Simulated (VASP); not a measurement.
Crystal: WO.

```
CELL_PARAMETERS angstrom
2.92790 0.00000 2.92790
0.00000 2.92790 2.92790
0.00000 0.00000 5.85580
ATOMIC_POSITIONS crystal
W 0.00000 0.00000 0.00000
W 0.00000 0.00000 0.50000
O 0.50000 0.50000 0.75000
O 0.50000 0.50000 0.25000
```

```yaml
Program: VASP 6.6.1
Task: relaxation of cell and atoms
Functional: PBE
Potentials_or_basis: VASP PAW PBE potentials, release 64 (W_sv, O)
Cutoff: 600 eV
k_mesh: 14 × 14 × 7
Occupations: gaussian, width 0.1 eV
Spin: collinear spin
Starting_moments: "[1.0, -1.0, 0.0, 0.0] μB"
Hubbard_terms: W d U = 6.2 eV
```

At the start: pressure -7.7 GPa; volume 12.55 Å³/atom.

Problem. Where does the relaxation end?

Solution. Over 5 steps the energy falls by 92.4 meV/atom and the volume is 11.99 Å³/atom (-4.5 %); space group Pm-3m (No. 221, to 0.1 Å) before and after; moment 0.00 μB per cell.

Step by step:
```csv
step,energy change (eV),largest force (eV/Å),pressure (GPa),volume (Å³)
1,0.0000,0.0000,-7.66,50.20
2,-0.3146,0.0000,9.31,45.96
3,-0.3369,0.0000,7.09,46.40
4,-0.3693,0.0000,-0.73,48.13
5,-0.3697,0.0000,-0.01,47.96
```

Final structure:
```xyz
4
Lattice="2.8837 0.0000 2.8837 0.0000 2.8837 2.8837 0.0000 0.0000 5.7673" Properties=species:S:1:pos:R:3 pbc="T T T"
W     0.0000    0.0000    0.0000
W     0.0000    0.0000    2.8837
O     1.4418    1.4418    7.2092
O     1.4418    1.4418    4.3255
```
